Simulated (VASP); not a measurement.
# GeSe (Pnma) in VASP: single point with LDA

Aim: the single point of GeSe with LDA.

Everything below comes from runs of VASP 6.6.1. Logs are shortened: lines on timing, memory, paths and dates and some standing lists are left out, and cuts for length are marked.

## (1) The cell of the first run

Symmetry: Pnma, No. 62, orthorhombic system. The conventional cell has a = 10.610 Å, b = 3.828 Å, c = 4.205 Å, α = 90.00°, β = 90.00°, γ = 90.00°. Within 3.4 Å of Ge (site symmetry m) lie 6 Se at 2.55 to 3.22 Å and 2 Ge at 3.29 Å. Within 3.4 Å of Se (site symmetry m) lie 6 Ge at 2.55 to 3.22 Å.

## (2) Single point, LDA

Input file INCAR:

```
  PREC = Accurate
  ENCUT = 500
  EDIFF = 1E-6
  ISMEAR = -1
  SIGMA = 0.02
  LREAL = F
  LASPH = T
  NELM = 120
  ALGO = Normal
  ISIF = 2
  LWAVE = F
  LCHARG = T
  LELF = T
  LVHAR = T
  NBANDS = 50
  GGA_COMPAT = F
```

Input file KPOINTS:

```
Automatic mesh
0
Gamma
  4 8 6
```

Input file POSCAR:

```
GeSe
1.0
   10.6095784422      0.0000000000      0.0000000000
    0.0000000000      3.8276259596      0.0000000000
    0.0000000000      0.0000000000      4.2048038715
Ge Se
4 4
Direct
    0.1186288328      0.7500000000      0.8941015095
    0.6186288328      0.7500000000      0.6058984905
    0.3813711672      0.2500000000      0.3941015095
    0.8813711672      0.2500000000      0.1058984905
    0.8561886463      0.7500000000      0.5081360353
    0.3561886463      0.7500000000     -0.0081360353
    0.6438113537      0.2500000000      1.0081360353
    0.1438113537      0.2500000000      0.4918639647
```

Potentials or basis: VASP PAW LDA potentials, release 64 (Ge_d, Se).

On the command line:

```bash
> cat potpaw_LDA.64/Ge_d/POTCAR potpaw_LDA.64/Se/POTCAR > POTCAR
> mpirun -np 1 vasp_std > vasp.out
```

OUTCAR:

```text
PREC = Accurate
   ENCUT = 500
   EDIFF = 1E-6
   ISMEAR = -1
   LREAL = F
   LASPH = T
   NELM = 120
   ISIF = 2

 ion  position               nearest neighbor table
   1  0.119  0.750  0.894-   6 2.55   8 2.57   8 2.57
   2  0.619  0.750  0.606-   5 2.55   7 2.57   7 2.57
   3  0.381  0.250  0.394-   8 2.55   6 2.57   6 2.57
   4  0.881  0.250  0.106-   7 2.55   5 2.57   5 2.57
   5  0.856  0.750  0.508-   2 2.55   4 2.57   4 2.57
   6  0.356  0.750  0.992-   1 2.55   3 2.57   3 2.57
   7  0.644  0.250  0.008-   4 2.55   2 2.57   2 2.57
   8  0.144  0.250  0.492-   3 2.55   1 2.57   1 2.57

  LATTYP: Found a simple orthorhombic cell.
 ALAT       =     3.8276259596
 B/A-ratio  =     1.0985409536
 C/A-ratio  =     2.7718430573

  Lattice vectors:

 A1 = (   0.0000000000,   3.8276259596,   0.0000000000)
 A2 = (   0.0000000000,   0.0000000000,   4.2048038715)
 A3 = (  10.6095784422,   0.0000000000,   0.0000000000)

Analysis of symmetry for initial positions (statically):
=====================================================================
 Subroutine PRICEL returns:
 Original cell was already a primitive cell.

 Routine SETGRP: Setting up the symmetry group for a
 simple orthorhombic supercell.

 Subroutine GETGRP returns: Found  8 space group operations
 (whereof  2 operations were pure point group operations)
 out of a pool of  8 trial point group operations.

The static configuration has the point symmetry S_2 .
 The point group associated with its full space group is D_2h.

Analysis of symmetry for dynamics (positions and initial velocities):
=====================================================================
 Subroutine PRICEL returns:
 Original cell was already a primitive cell.

 Routine SETGRP: Setting up the symmetry group for a
 simple orthorhombic supercell.

 Subroutine GETGRP returns: Found  8 space group operations
 (whereof  2 operations were pure point group operations)
 out of a pool of  8 trial point group operations.

The dynamic configuration has the point symmetry S_2 .
 The point group associated with its full space group is D_2h.

 Subroutine INISYM returns: Found  8 space group operations
 (whereof  2 operations are pure point group operations),
 and found     1 'primitive' translations

----------------------------------------------------------------------------------------

                                     Primitive cell
[... 108 lines left out ...]
   NFREE  =      0    steps in history (QN), initial steepest desc. (CG)
   ISIF   =      2    stress and relaxation
   ISYM   =      2    0-nonsym 1-usesym 2-fastsym
   POTIM  = 0.5000    time-step for ionic-motion
   TEBEG  =    0.0;   TEEND  =   0.0 temperature during run
   PSTRESS=    0.0 pullay stress
   NELECT =      80.0000    total number of electrons
   NUPDOWN=      -1.0000    fix difference up-down
   EMIN   =  10.00;   EMAX   =-10.00  energy-range for DOS
   EFERMI =   0.00;   METHOD = LEGACY
   ISMEAR =    -1;   SIGMA  =   0.02  broadening in eV -4-tet -1-fermi 0-gaus
   EFERMI_NEDOS =   21; number of points for ismear=-14 and -15
   IALGO  =     38    algorithm
   IMIX   =      4    mixing-type and parameters
     AMIX     =   0.40;   BMIX     =  1.00
     AMIX_MAG =   1.60;   BMIX_MAG =  1.00
  volume/ion in A,a.u.               =      21.34       144.04
  Fermi-wavevector in a.u.,A,eV,Ry     =   1.271492  2.402772 21.996436  1.616692
  Thomas-Fermi vector in A             =   2.404422
   LORBIT       =      0    0 simple, 1 ext, 2 COOP (PROOUT), +10 PAW based schemes
   GGA     = CA    functional components
   LHFCALC =     F    Hartree Fock is set to
   AEXX    =    0.0000 exact exchange contribution
   IVDW    =     0    specifies the selected vdW correction
   LEPSILON=     F    determine dielectric tensor
   LRPA    =     F    only Hartree local field effects (RPA)
 non-spin polarized calculation
  energy-cutoff  :      500.00
  volume of cell :      170.75
 maximum number of plane-waves:      4368
 NGX is ok and might be reduce to    80
   NGX = 39   NGY = 13   NGZ = 15

 number of electron      79.9999982 magnetization

 Free energy of the ion-electron system (eV)
  ---------------------------------------------------
  ext. energy  EPLUGINS =         0.00000000
  ---------------------------------------------------
  free energy    TOTEN  =       -39.17482541 eV

  energy without entropy =      -39.17481979  energy(sigma->0) =      -39.17482260

 E-fermi :   5.2863     XC(G=0): -10.5928

 val. band max:        5.1443669799   @ k =   0.0000   0.0000   0.3333
 cond. band min:       5.4208823093   @ k =   0.0000   0.0000   0.0000
 fundamental gap:      0.2765153294
 Fermi energy:         5.2863107162

 k-point     1 :       0.0000    0.0000    0.0000
  band No.  band energies     occupation
      1     -19.7027      2.00000
      2     -19.6976      2.00000
      3     -19.6967      2.00000
      4     -19.6964      2.00000
      5     -19.6951      2.00000
      6     -19.6942      2.00000
[... 1261 lines left out ...]
     49       9.4148      0.00000
     50       9.4148      0.00000

 [... further k-points ...]

------------------------ aborting loop because EDIFF is reached ----------------------------------------

  FORCE on cell =-STRESS in cart. coord.  units (eV):
  Direction    XX          YY          ZZ          XY          YZ          ZX
  --------------------------------------------------------------------------------------
  -------------------------------------------------------------------------------------
  Total        0.1984002      0.1819213      0.1508490      0.0000000      0.0000000      0.0000000
  in kB        1.8615696      1.7069501      1.4154012      0.0000000      0.0000000      0.0000000
  external PRESSURE =       1.6613070 kB  Pullay stress =       0.0000000 kB

 VOLUME and BASIS-vectors are now :
 -----------------------------------------------------------------------------
  energy-cutoff  :      500.00
  volume of cell :      170.75
      direct lattice vectors                 reciprocal lattice vectors
    10.609578442  0.000000000  0.000000000     0.094254452  0.000000000  0.000000000
     0.000000000  3.827625960  0.000000000     0.000000000  0.261258548  0.000000000
     0.000000000  0.000000000  4.204803872     0.000000000  0.000000000  0.237823221

 POSITION                                       TOTAL-FORCE (eV/Angst)
 -----------------------------------------------------------------------------------
      1.25860      2.87072      3.75952        -0.025823      0.000000      0.018253
      6.56339      2.87072      2.54768        -0.025823     -0.000000     -0.018253
      4.04619      0.95691      1.65712         0.025823      0.000000      0.018253
      9.35098      0.95691      0.44528         0.025823     -0.000000     -0.018253
      9.08380      2.87072      2.13661         0.024037     -0.000000      0.017942
      3.77901      2.87072      4.17059         0.024037     -0.000000     -0.017942
      6.83057      0.95691      0.03421        -0.024037     -0.000000      0.017942
      1.52578      0.95691      2.06819        -0.024037     -0.000000     -0.017942
 -----------------------------------------------------------------------------------
    total drift:                                0.000000      0.000000     -0.000000

  FREE ENERGIE OF THE ION-ELECTRON SYSTEM (eV)
  ---------------------------------------------------
  free  energy   TOTEN  =       -39.1748254126 eV

  energy  without entropy=      -39.1748197863  energy(sigma->0) =      -39.17482260
```

OSZICAR:

```text
N       E                     dE             d eps       ncg     rms          rms(c)
DAV:   1     0.899343689066E+03    0.89934E+03   -0.35339E+04  7556   0.337E+03
DAV:   2     0.139544271573E+03   -0.75980E+03   -0.72740E+03  6000   0.928E+02
DAV:   3    -0.257756535889E+02   -0.16532E+03   -0.15709E+03  6780   0.221E+02
DAV:   4    -0.391314453502E+02   -0.13356E+02   -0.13045E+02  7212   0.683E+01
DAV:   5    -0.395644379276E+02   -0.43299E+00   -0.43063E+00  7002   0.128E+01    0.744E+00
DAV:   6    -0.392254441850E+02    0.33899E+00   -0.52725E-01  8284   0.426E+00    0.456E+00
DAV:   7    -0.391808965166E+02    0.44548E-01   -0.27485E-01  7716   0.200E+00    0.820E-01
DAV:   8    -0.391748025591E+02    0.60940E-02   -0.32013E-02  7756   0.133E+00    0.238E-01
DAV:   9    -0.391748159689E+02   -0.13410E-04   -0.37256E-03  7008   0.349E-01    0.860E-02
DAV:  10    -0.391748259769E+02   -0.10008E-04   -0.26185E-04  7078   0.876E-02    0.341E-02
DAV:  11    -0.391748276777E+02   -0.17008E-05   -0.29701E-05  8044   0.354E-02    0.904E-03
DAV:  12    -0.391748253482E+02    0.23295E-05   -0.80003E-06  6568   0.161E-02    0.365E-03
DAV:  13    -0.391748254126E+02   -0.64389E-07   -0.98308E-07  3932   0.635E-03
   1 F= -.39174825E+02 E0= -.39174823E+02  d E =-.562627E-05
```

stdout:

```text
POSCAR found type information on POSCAR GeSe
 POSCAR found :  2 types and       8 ions
 scaLAPACK will be used
 LDA part: xc-table for (Slater(with rela. corr.)+CA(PZ))
 , standard interpolation
 POSCAR, INCAR and KPOINTS ok, starting setup
 FFT: planning ... GRIDC
 FFT: planning ... GRID_SOFT
 FFT: planning ... GRID
 WAVECAR not read
 entering main loop
```

It took 7.2 min on 1 thread of Intel Xeon Platinum 8259CL at 2.50GHz (Skylake/Cascade Lake), shared host; peak memory 0.45 GiB.

What came out:

```yaml
Free_energy: -39.1748 eV
Pressure: 0.2 GPa
Largest_force: 0.032 eV/Å
Band_gap_on_the_k_mesh: 0.28 eV (least direct gap 0.73 eV)
```

Forces on the atoms (eV/Å):
```
Ge  -0.026  0.000  0.018
Ge  -0.026  0.000 -0.018
Ge   0.026  0.000  0.018
Ge   0.026  0.000 -0.018
Se   0.024  0.000  0.018
Se   0.024  0.000 -0.018
Se  -0.024  0.000  0.018
Se  -0.024  0.000 -0.018
```

Levels at points of the mesh, in eV from the valence-band top:
```tsv
k point	band 36	band 37	band 38	band 39	band 40	band 41	band 42	band 43	band 44	band 45
(0.00, 0.00, 0.00)	-2.07	-1.64	-1.37	-1.00	-0.45	0.28	2.60	2.61	2.62	2.96
(0.50, 0.00, 0.00)	-2.46	-2.04	-2.04	-0.61	-0.61	2.15	2.15	2.41	2.41	3.56
(0.00, 0.50, 0.00)	-2.11	-1.41	-1.41	-1.27	-1.27	0.86	0.86	1.10	1.10	1.35
(0.50, 0.50, 0.00)	-2.51	-1.62	-1.62	-1.62	-1.62	1.33	1.33	1.33	1.33	1.77
(0.00, 0.00, 0.50)	-1.47	-1.14	-1.14	-0.54	-0.54	0.99	0.99	1.50	1.50	1.80
(0.50, 0.00, 0.50)	-2.09	-0.70	-0.70	-0.67	-0.67	1.01	1.01	1.59	1.59	1.85
(0.00, 0.50, 0.50)	-3.77	-2.69	-2.69	-1.83	-1.83	2.69	2.69	3.26	3.26	4.79
(0.50, 0.50, 0.50)	-4.54	-1.76	-1.76	-1.76	-1.76	2.27	2.27	2.27	2.27	5.21
```

Caveat: semilocal functionals underestimate gaps, and a narrow one can read as zero. A k mesh can miss the band edges.
